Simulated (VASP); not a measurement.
# Si: single point with LDA

The system is Si.

```xyz
2
Lattice="0.0000 2.7007 2.7007 2.7007 0.0000 2.7007 2.7007 2.7007 0.0000" Properties=species:S:1:pos:R:3 pbc="T T T"
Si    0.0000    0.0000    0.0000
Si    1.3504    1.3504    1.3504
```

```yaml
Program: VASP 6.6.1
Task: single point
Functional: LDA
Potentials_or_basis: VASP PAW LDA potentials, release 64 (Si)
Cutoff: 500 eV
k_mesh: 10 × 10 × 10
Occupations: gaussian, width 0.02 eV
Spin: no spin polarisation
Dipole_correction: no
Further_INCAR_settings: ALGO = Normal; EDIFF = 1e-06; NBANDS = 11
```

The pressure is 0.1 GPa and the band gap on the k mesh is 0.45 eV (least direct gap 2.53 eV).

Levels at points of the mesh, in eV from the valence-band top:
```tsv
k point	band 1	band 2	band 3	band 4	band 5	band 6	band 7	band 8
(0.00, 0.00, 0.00)	-12.07	0.00	0.00	0.00	2.53	2.53	2.53	3.40
(0.50, 0.00, 0.00)	-9.69	-7.07	-1.21	-1.21	1.49	3.29	3.29	7.54
(0.50, 0.50, 0.00)	-7.87	-7.87	-2.90	-2.90	0.57	0.57	10.12	10.12
```

Wall time 8.9 s on 1 thread of Intel(R) Xeon(R) Platinum 8375C CPU @ 2.90GHz (Ice Lake), on a shared host, peak memory 0.14 GiB.

Caveat: semilocal functionals underestimate gaps, and a narrow one can read as zero. A k mesh can miss the band edges.
